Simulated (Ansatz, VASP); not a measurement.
## One calculation of TaH4, two programs

The input INCAR:

```
SYSTEM = TaH4
ALGO = Normal ; EDIFF = 1E-7
EDIFFG = -0.08 ; ENCUT = 500
GGA = PE ; GGA_COMPAT = .False.
IBRION = 2 ; ISIF = 3
ISMEAR = 0 ; LASPH = .True.
LCHARG = .False. ; LREAL = .False.
LWAVE = .False. ; NELM = 120
NELMIN = 4 ; NSW = 36
PREC = Accurate ; SIGMA = 0.15
```

File KPOINTS:

```
k-points
0
Gamma
  5 5 5
  0 0 0
```

POSCAR

```
TaH4
1.0
   -1.8085348700      1.8085348700      3.4194805200
    1.8085348700     -1.8085348700      3.4194805200
    1.8085348700      1.8085348700     -3.4194805200
Ta H
1 4
Direct
    0.0000000000      0.0000000000      0.0000000000
    0.2450000000      0.2450000000      0.0000000000
    0.7550000000      0.7550000000      0.0000000000
    0.5000000000      0.0000000000      0.5000000000
    0.0000000000      0.5000000000      0.5000000000
```

Input for Ansatz:

```yaml
crystal:
  lattice:
    - [-1.80853487, 1.80853487, 3.41948052]
    - [1.80853487, -1.80853487, 3.41948052]
    - [1.80853487, 1.80853487, -3.41948052]
  atoms:
    - { symbol: Ta, position: [0.0, 0.0, 0.0] }
    - { symbol: H, position: [0.245, 0.245, 0.0] }
    - { symbol: H, position: [0.755, 0.755, 0.0] }
    - { symbol: H, position: [0.5, 0.0, 0.5] }
    - { symbol: H, position: [0.0, 0.5, 0.5] }
basis:
  ecutwfc: 420
kpoints:
  mp_grid: { grid: [5, 5, 5] }
hamiltonian:
  xc: pbe
scf:
  occupations: { method: gaussian, width: 0.15 }
  lower_state_search: "off"
output:
  forces: true
  stress: true
  eigenvalues: true
relax:
  adjacent_minimum: "off"
  f_tol: 0.08
  max_steps: 16
  cell: { stress_tol: 0.8 }
```

Change from the starting cell: species swapped into the PbF4 type (I4/mmm, No. 139).

Alike in both runs: task relaxation of cell and atoms; functional PBE; k mesh 5 × 5 × 5; occupations gaussian, width 0.15 eV; no spin polarisation.

|  | VASP | Ansatz |
| --- | --- | --- |
| version | VASP 6.6.1 | Ansatz 0.2.0 |
| potentials or method | VASP PAW PBE potentials, release 64 (Ta_pv, H), cutoff 500 eV | scalar-relativistic, plane waves, PAW |
| valence electrons in the cell | 15 | 17 |

```csv
,VASP,Ansatz,Ansatz less VASP
"gap on the k mesh at the Fermi level, each at its own relaxed structure (eV)",none,none,-
relaxed volume (Å³/atom),7.22,7.19,-0.027
relaxed cell length with the largest relative difference (Å),3.776,3.763,-0.0135
```

A gap of «none» marks a metal or a gap that the smearing closes. VASP's potentials hold 15 valence electrons a cell and Ansatz's 17, so a difference there can come from the potentials and not from the codes.

The k mesh is coarse, so the values compare programs but aren't converged. Neither program's run includes spin-orbit coupling. Noted on VASP's run: the volume moved by over 15 % at a fixed basis, so the end points are rough.
